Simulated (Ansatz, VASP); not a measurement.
## Au in VASP and in Ansatz

```xyz
2
Lattice="0.0000 3.0420 3.0420 3.0420 0.0000 3.0420 3.0420 3.0420 0.0000" Properties=species:S:1:pos:R:3 pbc="T T T"
Au    3.0420    3.0420    3.0420
Au    4.5630    4.5630    4.5630
```

Alike in both runs: functional r2SCAN; k mesh 6 × 6 × 6; occupations gaussian, width 0.1 eV; no spin polarisation.

Ansatz relaxed the structure, and its values are those at the end. VASP's run is a single point on that final structure, the one shown.

|  | VASP | Ansatz |
| --- | --- | --- |
| version | VASP 6.6.1 | Ansatz 0.2.0 |
| potentials or method | VASP PAW PBE potentials, release 64 (Au), cutoff 520 eV | scalar-relativistic, plane waves, PAW |
| valence electrons in the cell | 22 | 38 |

|  | VASP | Ansatz | Ansatz less VASP |
| --- | --- | --- | --- |
| gap on the k mesh at the Fermi level (eV) | none | none | - |
| pressure (GPa) | 0.1 | 0.0 | -0.10 |

VASP's potentials were made for PBE, not for r2SCAN. A gap of «none» marks a metal or a gap that the smearing closes. The functional is the same, so the differences come from potentials, cutoffs and numerics. VASP's potentials hold 22 valence electrons a cell and Ansatz's 38, so a difference there can come from the potentials and not from the codes.

Neither program's run includes spin-orbit coupling.
